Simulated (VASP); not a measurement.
# Cu3AgIr2Pd4Pt2 (P1) in VASP: further runs

Cu3AgIr2Pd4Pt2 is run at these levels: PBE; tasks: relaxation of cell and atoms, single point.

Program: VASP 6.6.1. These are calculated values, not measurements. Logs are shortened: lines on timing, memory, paths and dates and some standing lists are left out, and cuts for length are marked.

## 1. The cell of the first run

The typed cell holds 12 atoms: a = 5.487 Å, b = 5.487 Å, c = 6.720 Å, α = 90.00°, β = 90.00°, γ = 120.00°.

## 2. Relaxation of cell and atoms, PBE

Contents of INCAR:

```
ALGO = Normal
EDIFF = 1E-7
EDIFFG = -0.04
ENCUT = 600
GGA = PE
GGA_COMPAT = False
IBRION = 2
ISIF = 3
ISMEAR = 0
ISYM = 0
LASPH = True
LCHARG = False
LREAL = False
LWAVE = False
NELM = 120
NELMIN = 4
NSW = 70
PREC = Accurate
SIGMA = 0.1
```

Contents of KPOINTS:

```
Automatic mesh
0
Gamma
  3 3 2
  0 0 0.5
```

Contents of POSCAR:

```
Cu3AgIr2Pd4Pt2
1.0
   -3.8797548200     -3.8797548200      0.0000000000
    0.0000000000      3.8797548200      3.8797548200
   -3.8797548200      3.8797548200     -3.8797548200
Cu Pd Ag Ir Pt
3 4 1 2 2
Direct
    0.8303336394      0.1665389863      0.6710913927
    0.6694063347      0.3282499569      0.3360742087
    0.5018104891      0.4963972718      0.9983733508
    0.4926626815      0.9862601117      0.0007480614
    0.3347146357      0.1643786348      0.6660931694
    0.0017214931      0.4943058408      0.0031643607
    0.1629978726      0.8329628518      0.3356533008
    0.6656205546      0.8346597381      0.3364145371
    0.0051071270      0.9975008501      0.9947526102
    0.3309206313      0.6651571508      0.6652479499
    0.1567260987      0.3298888999      0.3363313321
    0.8230919882      0.6626067910      0.6588549368
```

Potentials or basis: VASP PAW PBE potentials, release 64 (Cu, Pd, Ag, Ir, Pt).

The run is started by

```bash
cat potpaw_PBE.64/Cu/POTCAR potpaw_PBE.64/Pd/POTCAR potpaw_PBE.64/Ag/POTCAR potpaw_PBE.64/Ir/POTCAR potpaw_PBE.64/Pt/POTCAR > POTCAR
mpirun -np 1 vasp_std > vasp.out
```

OUTCAR:

```text
EDIFF = 1E-7
   EDIFFG = -0.04
   ENCUT = 600
   GGA = PE
   IBRION = 2
   ISIF = 3
   ISMEAR = 0
   ISYM = 0
   LASPH = True
   LREAL = False
   NELM = 120
   NELMIN = 4
   NSW = 70
   PREC = Accurate

 ion  position               nearest neighbor table
   1  0.830  0.167  0.671-   5 2.71   9 2.72   6 2.72   2 2.72  11 2.73   4 2.74  10 2.74  12 2.74
                            10 2.75  12 2.75   8 2.75   5 2.77
   2  0.669  0.328  0.336-  11 2.67  12 2.69   8 2.70   1 2.72   5 2.73   6 2.74   7 2.74   7 2.75
                             3 2.77   4 2.78   8 2.79  11 2.82
   3  0.502  0.496  0.998-   4 2.71   9 2.73   5 2.73   6 2.74  12 2.75   6 2.75   9 2.76  10 2.76
                             2 2.77   4 2.77   8 2.78  11 2.80
   4  0.493  0.986  0.001-   6 2.70   9 2.71   3 2.71  10 2.72   8 2.73   1 2.74   7 2.74   5 2.76
                             3 2.77   2 2.78   9 2.78   6 2.79
   5  0.335  0.164  0.666-  12 2.71   9 2.71   1 2.71   7 2.72  10 2.73   2 2.73   3 2.73  11 2.75
                            10 2.76   4 2.76   1 2.77  12 2.78
   6  0.002  0.494  0.003-   4 2.70  11 2.70   1 2.72   9 2.74   2 2.74   3 2.74   3 2.75   9 2.75
                             7 2.75  10 2.76   4 2.79  12 2.84
   7  0.163  0.833  0.336-  12 2.71   5 2.72  10 2.73   8 2.73   2 2.74   4 2.74  11 2.74  11 2.74
                             2 2.75   8 2.75   6 2.75   9 2.76
   8  0.666  0.835  0.336-  12 2.67   2 2.70  11 2.71  10 2.72   4 2.73   7 2.73   1 2.75   7 2.75
                            11 2.78   3 2.78   2 2.79   9 2.81
   9  0.005  0.998  0.995-   4 2.71   5 2.71   1 2.72   3 2.73   6 2.74   6 2.75   3 2.76   7 2.76
                            12 2.76   4 2.78  11 2.79   8 2.81
  10  0.331  0.665  0.665-  12 2.71   4 2.72   8 2.72  11 2.72   5 2.73   7 2.73   1 2.74   1 2.75
                             6 2.76   5 2.76   3 2.76  12 2.78
  11  0.157  0.330  0.336-   2 2.67   6 2.70   8 2.71  10 2.72   1 2.73   7 2.74   7 2.74   5 2.75
                             8 2.78   9 2.79   3 2.80   2 2.82
  12  0.823  0.663  0.659-   8 2.67   2 2.69   7 2.71   5 2.71  10 2.71   1 2.74   3 2.75   1 2.75
                             9 2.76  10 2.78   5 2.78   6 2.84

IMPORTANT INFORMATION: All symmetrisations will be switched off!
NOSYMM: (Re-)initialisation of all symmetry stuff for point group C_1.

----------------------------------------------------------------------------------------

                                     Primitive cell

  volume of cell :     175.2000

  direct lattice vectors                    reciprocal lattice vectors
    -3.879754820 -3.879754820  0.000000000    -0.171832164 -0.085916082  0.085916082
     0.000000000  3.879754820  3.879754820    -0.085916082  0.085916082  0.171832164
    -3.879754820  3.879754820 -3.879754820    -0.085916082  0.085916082 -0.085916082

  length of vectors
     5.486801885  5.486801885  6.719932469     0.210450562  0.210450562  0.148811019

  position of ions in fractional coordinates (direct lattice)
     0.830333639  0.166538986  0.671091393
     0.669406335  0.328249957  0.336074209
     0.501810489  0.496397272  0.998373351
     0.492662682  0.986260112  0.000748061
     0.334714636  0.164378635  0.666093169
     0.001721493  0.494305841  0.003164361
     0.162997873  0.832962852  0.335653301
     0.665620555  0.834659738  0.336414537
     0.005107127  0.997500850  0.994752610
     0.330920631  0.665157151  0.665247950
     0.156726099  0.329888900  0.336331332
     0.823091988  0.662606791  0.658854937

  ion indices of the primitive-cell ions
   primitive index   ion index
                 1           1
                 2           2
                 3           3
                 4           4
                 5           5
                 6           6
                 7           7
                 8           8
                 9           9
                10          10
                11          11
                12          12

----------------------------------------------------------------------------------------

 KPOINTS: Automatic mesh

Automatic generation of k-mesh.
 Grid dimensions read from file:
 generate k-points for:    3    3    2

 Generating k-lattice:

  Cartesian coordinates                     Fractional coordinates (reciprocal lattice)
    -0.057277388 -0.028638694  0.028638694     0.333333333  0.000000000  0.000000000
    -0.028638694  0.028638694  0.057277388     0.000000000  0.333333333  0.000000000
    -0.042958041  0.042958041 -0.042958041     0.000000000  0.000000000  0.500000000

  Length of vectors
     0.070150187  0.070150187  0.074405510

  Shift w.r.t. Gamma in fractional coordinates (k-lattice)
     0.000000000  0.000000000  0.500000000

 Subroutine IBZKPT returns following result:
 ===========================================

 Found      9 irreducible k-points:

 Following reciprocal coordinates:
            Coordinates               Weight
  0.000000  0.000000  0.250000      2.000000
  0.333333  0.000000  0.250000      2.000000
  0.000000  0.333333  0.250000      2.000000
 -0.333333  0.333333  0.250000      2.000000
 -0.333333  0.000000  0.250000      2.000000
  0.000000 -0.333333  0.250000      2.000000
  0.333333 -0.333333  0.250000      2.000000
  0.333333  0.333333  0.250000      2.000000
 -0.333333 -0.333333  0.250000      2.000000
   k-points           NKPTS =      9   k-points in BZ     NKDIM =      9   number of bands    NBANDS=     73
   number of dos      NEDOS =    301   number of ions     NIONS =     12
   total plane-waves  NPLWV = 124416
   dimension x,y,z NGX =    48 NGY =   48 NGZ =   54
   dimension x,y,z NGXF=    96 NGYF=   96 NGZF=  108
   ions per type =               3   4   1   2   2
   NGX,Y,Z   is equivalent  to a cutoff of  14.54, 14.54, 13.36 a.u.
   NGXF,Y,Z  is equivalent  to a cutoff of  29.09, 29.09, 26.72 a.u.
 SYSTEM =  unknown system
   PREC   = accura    normal or accurate (medium, high low for compatibility)
   ISTART =      0    job   : 0-new  1-cont  2-samecut
   ICHARG =      2    charge: 1-file 2-atom 10-const
   ISPIN  =      1    spin polarized calculation?
   LNONCOLLINEAR =      F non collinear calculations
   LSORBIT =      F    spin-orbit coupling
   LASPH  =      T    aspherical Exc in radial PAW
   ENCUT  =  600.0 eV  44.10 Ry    6.64 a.u.  10.96 10.96 13.42*2*pi/ulx,y,z
   NELM   =    120;   NELMIN=  4; NELMDL= -5     # of ELM steps
   EDIFF  = 0.1E-06   stopping-criterion for ELM
   LREAL  =      F    real-space projection
   EDIFFG = -.4E-01   stopping-criterion for IOM
   NSW    =     70    number of steps for IOM
   IBRION =      2    ionic relax: 0-MD 1-quasi-New 2-CG
   NFREE  =      1    steps in history (QN), initial steepest desc. (CG)
   ISIF   =      3    stress and relaxation
   ISYM   =      0    0-nonsym 1-usesym 2-fastsym
   POTIM  = 0.5000    time-step for ionic-motion
   TEBEG  =    0.0;   TEEND  =   0.0 temperature during run
   PSTRESS=    0.0 pullay stress
   NELECT =     122.0000    total number of electrons
   NUPDOWN=      -1.0000    fix difference up-down
   EMIN   =  10.00;   EMAX   =-10.00  energy-range for DOS
   EFERMI =   0.00;   METHOD = LEGACY
   ISMEAR =     0;   SIGMA  =   0.10  broadening in eV -4-tet -1-fermi 0-gaus
   EFERMI_NEDOS =   21; number of points for ismear=-14 and -15
   IALGO  =     38    algorithm
   IMIX   =      4    mixing-type and parameters
     AMIX     =   0.40;   BMIX     =  1.00
     AMIX_MAG =   1.60;   BMIX_MAG =  1.00
  volume/ion in A,a.u.               =      14.60        98.53
  Fermi-wavevector in a.u.,A,eV,Ry     =   1.451053  2.742093 28.647830  2.105556
  Thomas-Fermi vector in A             =   2.568595
   LORBIT       =      0    0 simple, 1 ext, 2 COOP (PROOUT), +10 PAW based schemes
   GGA     = PE    functional components
   LHFCALC =     F    Hartree Fock is set to
   AEXX    =    0.0000 exact exchange contribution
   IVDW    =     0    specifies the selected vdW correction
   LEPSILON=     F    determine dielectric tensor
   LRPA    =     F    only Hartree local field effects (RPA)
 conjugate gradient relaxation of ions
 non-spin polarized calculation
 Gauss-broadening in eV      SIGMA  =   0.10
  energy-cutoff  :      600.00
  volume of cell :      175.20
 maximum number of plane-waves:      5851
 NGX is ok and might be reduce to    48
   NGX = 21   NGY = 21   NGZ = 27

--------------------------------------- Ionic step        1  -------------------------------------------

 number of electron     121.9999995 magnetization

 Free energy of the ion-electron system (eV)
  ---------------------------------------------------
  ext. energy  EPLUGINS =         0.00000000
  ---------------------------------------------------
  free energy    TOTEN  =       -64.06200411 eV

  energy without entropy =      -63.99683351  energy(sigma->0) =      -64.02941881

------------------------ aborting loop because EDIFF is reached ----------------------------------------

  FORCE on cell =-STRESS in cart. coord.  units (eV):
  Direction    XX          YY          ZZ          XY          YZ          ZX
  --------------------------------------------------------------------------------------
  -------------------------------------------------------------------------------------
  Total       -0.8930614     -0.3930302      1.0831742      0.4452789      0.4055653      0.7105902
  in kB       -8.1669106     -3.5942009      9.9054634      4.0720075      3.7088328      6.4982397
  external PRESSURE =      -0.6185494 kB  Pullay stress =       0.0000000 kB
[... 119 lines left out ...]
  FREE ENERGIE OF THE ION-ELECTRON SYSTEM (eV)
  ---------------------------------------------------
  free  energy   TOTEN  =       -64.2034698795 eV

  energy  without entropy=      -64.1360683599  energy(sigma->0) =      -64.16976912

[... ionic steps 4 to 7 ...]

--------------------------------------- Ionic step        8  -------------------------------------------

 number of electron     122.0000017 magnetization

------------------------ aborting loop because EDIFF is reached ----------------------------------------

  FORCE on cell =-STRESS in cart. coord.  units (eV):
  Direction    XX          YY          ZZ          XY          YZ          ZX
  --------------------------------------------------------------------------------------
  -------------------------------------------------------------------------------------
  Total        0.5147074      0.5268917      0.4203706      0.0256393      0.0542592      0.0326621
  in kB        4.7191852      4.8308994      3.8542414      0.2350785      0.4974847      0.2994682
  external PRESSURE =       4.4681086 kB  Pullay stress =       0.0000000 kB
[... 77 lines left out ...]
  energy  without entropy=      -64.1619520079  energy(sigma->0) =      -64.19586401

--------------------------------------- Ionic step       10  -------------------------------------------

 number of electron     122.0000016 magnetization

 Free energy of the ion-electron system (eV)
  ---------------------------------------------------
  ext. energy  EPLUGINS =         0.00000000
  ---------------------------------------------------
  free energy    TOTEN  =       -64.23042668 eV

  energy without entropy =      -64.16251673  energy(sigma->0) =      -64.19647170

 E-fermi :   8.8610     XC(G=0): -13.0082

 val. band max:        8.8360190814   @ k =   0.3333  -0.3333   0.2500
 cond. band min:       8.8744542883   @ k =   0.3333   0.3333   0.2500
 fundamental gap:      0.0384352069
 Fermi energy:         8.8610139434

 k-point     1 :       0.0000    0.0000    0.2500
  band No.  band energies     occupation
      1       0.5877      2.00000
      2       2.1774      2.00000
      3       2.6835      2.00000
      4       2.8179      2.00000
      5       2.9182      2.00000
      6       3.0710      2.00000
[... 712 lines left out ...]
  FREE ENERGIE OF THE ION-ELECTRON SYSTEM (eV)
  ---------------------------------------------------
  free  energy   TOTEN  =       -64.2304266770 eV

  energy  without entropy=      -64.1625167274  energy(sigma->0) =      -64.19647170

 reached required accuracy - stopping structural energy minimisation
```

Wall time 20 min (1 thread of Intel Xeon 6975P-C (Granite Rapids), shared host); peak memory 0.48 GiB.

Results:

```yaml
Free_energy: -64.2304 eV
Relaxed_volume: 14.59 Å³/atom
Relaxed_cell: a = 5.458 Å, b = 5.510 Å, c = 6.727 Å, α = 90.85°, β = 89.87°, γ = 120.05°
Space_group_after_relaxing_to_0.1_Å: P1 (No. 1)
Energy_gained_by_relaxing: 14.0 meV/atom
Ionic_steps: 10
Pressure_after_relaxing: 0.0 GPa
Largest_force_after_relaxing: 0.033 eV/Å
Band_gap_on_the_k_mesh: zero (bands 61 and 62 overlap by 0.41 eV)
```

Forces in eV/Å, atoms in the order of the input:
```
Cu   0.018  0.021  0.019
Cu   0.002 -0.005  0.001
Cu  -0.020 -0.007 -0.003
Pd  -0.019  0.004  0.016
Pd   0.000  0.018 -0.018
Pd   0.003 -0.014 -0.009
Pd   0.021 -0.002  0.007
Ag   0.013 -0.006 -0.019
Ir  -0.015 -0.023  0.004
Ir  -0.005  0.007 -0.005
Pt  -0.019 -0.003  0.006
Pt   0.021  0.010  0.001
```

Step by step:
```
step  energy change (eV)  largest force (eV/Å)  pressure (GPa)  volume (Å³)
   1              0.0000                1.3140           -0.06       175.20
   2             -0.1321                0.3764           -0.14       175.05
   3             -0.1415                0.3116           -0.03       175.00
   4             -0.1603                0.1291            0.12       174.91
   5             -0.1633                0.1861            0.23       174.86
   6             -0.1665                0.0592           -0.43       175.48
   7             -0.1665                0.0590           -0.41       175.48
   8             -0.1673                0.0855            0.45       174.74
   9             -0.1678                0.0486            0.10       175.03
  10             -0.1684                0.0330            0.04       175.09
```

Final structure:
```yaml
crystal:
  lattice:
    - [-3.85609, -3.86319, -0.01774]
    - [0.01324, 3.86742, 3.92467]
    - [-3.86706, 3.85660, -3.92701]
  atoms:
    - { symbol: Cu, position: [0.83028, 0.16460, 0.66785] }
    - { symbol: Cu, position: [0.66505, 0.33093, 0.33493] }
    - { symbol: Cu, position: [0.49823, 0.49435, 0.99865] }
    - { symbol: Pd, position: [0.50440, 0.99701, 0.99676] }
    - { symbol: Pd, position: [0.32916, 0.16668, 0.66856] }
    - { symbol: Pd, position: [0.00160, 0.49346, 0.99795] }
    - { symbol: Pd, position: [0.16254, 0.82853, 0.33410] }
    - { symbol: Ag, position: [0.66404, 0.83098, 0.33286] }
    - { symbol: Ir, position: [0.00535, 0.99641, 0.00282] }
    - { symbol: Ir, position: [0.32359, 0.66133, 0.66294] }
    - { symbol: Pt, position: [0.16477, 0.32917, 0.33101] }
    - { symbol: Pt, position: [0.82610, 0.66546, 0.67437] }
```

Levels at points of the mesh, in eV from the Fermi level:
```tsv
k point	band 59	band 60	band 61	band 62	band 63	band 64
(0.00, 0.00, 0.25)	0.06	0.13	0.34	0.62	0.87	1.24
```

Caveat: the k points lie up to 0.47 Å⁻¹ apart in the final cell; spin-orbit coupling is left out, which moves the levels of the heavy elements.

## 3. Single point, PBE

Contents of INCAR:

```
SYSTEM = Cu3AgIr2Pd4Pt2
ALGO = Normal
EDIFF = 1E-6
ENCUT = 600
GGA = PE
GGA_COMPAT = .FALSE.
ISIF = 2
ISMEAR = 0
ISYM = 0
LASPH = .TRUE.
LCHARG = .TRUE.
LELF = .TRUE.
LREAL = .FALSE.
LVHAR = .TRUE.
LWAVE = .FALSE.
NBANDS = 73
NELM = 120
PREC = Accurate
SIGMA = 0.1
```

KPOINTS is that of step 2.

Contents of POSCAR:

```
Cu3AgIr2Pd4Pt2
1.0
   -3.8557070491     -3.8634513620     -0.0191437586
    0.0141512703      3.8684438503      3.9261605818
   -3.8671154468      3.8557160012     -3.9275840029
Cu Pd Ag Ir Pt
3 4 1 2 2
Direct
    0.8292857664      0.1648649807      0.6677718899
    0.6656789869      0.3304502602      0.3354238145
    0.4991498114      0.4949631654      0.9985589274
    0.5049238995      0.9973170408     -0.0031273139
    0.3282482525      0.1664025684      0.6688376541
    0.0019391490      0.4934293577     -0.0020154735
    0.1625406557      0.8285099785      0.3339629796
    0.6639683157      0.8304964839      0.3328629610
    0.0060750871      0.9966700377      1.0025251650
    0.3229737008      0.6613007961      0.6628852050
    0.1653350794      0.3291473727      0.3309363452
    0.8249948416      0.6653550419      0.6741770562
```

Potentials or basis: VASP PAW PBE potentials, release 64 (Cu, Pd, Ag, Ir, Pt).

The run is started by

```bash
cat potpaw_PBE.64/Cu/POTCAR potpaw_PBE.64/Pd/POTCAR potpaw_PBE.64/Ag/POTCAR potpaw_PBE.64/Ir/POTCAR potpaw_PBE.64/Pt/POTCAR > POTCAR
mpirun -np 1 vasp_std > vasp.out
```

Run time: 10 min. Hardware: 1 thread of AMD EPYC 7R13, shared host; peak memory 0.4 GiB.

It converged, with:

```
Free energy            : -64.2308 eV
Pressure               : -0.1 GPa
Largest force          : 0.023 eV/Å
Band gap on the k mesh : zero (bands 61 and 62 overlap by 0.41 eV)
```

Forces on the atoms (eV/Å):
```
Cu   0.009  0.003  0.016
Cu   0.014  0.001  0.009
Cu  -0.012  0.001 -0.017
Pd  -0.012  0.002  0.009
Pd   0.007  0.006 -0.005
Pd   0.007 -0.016  0.010
Pd   0.012 -0.003  0.001
Ag   0.009 -0.008  0.010
Ir  -0.015  0.006 -0.016
Ir  -0.001  0.012 -0.007
Pt  -0.001  0.003 -0.002
Pt  -0.016 -0.007 -0.007
```

Stress tensor (GPa, compression positive):
```
-0.10  0.01 -0.05
 0.01 -0.10 -0.04
-0.05 -0.04 -0.14
```

Levels at points of the mesh, in eV from the Fermi level:
| k point | band 59 | band 60 | band 61 | band 62 | band 63 | band 64 |
| --- | --- | --- | --- | --- | --- | --- |
| (0.00, 0.00, 0.25) | 0.06 | 0.13 | 0.33 | 0.62 | 0.87 | 1.23 |

Caveat: the k points lie up to 0.47 Å⁻¹ apart; spin-orbit coupling is left out, which moves the levels of the heavy elements.
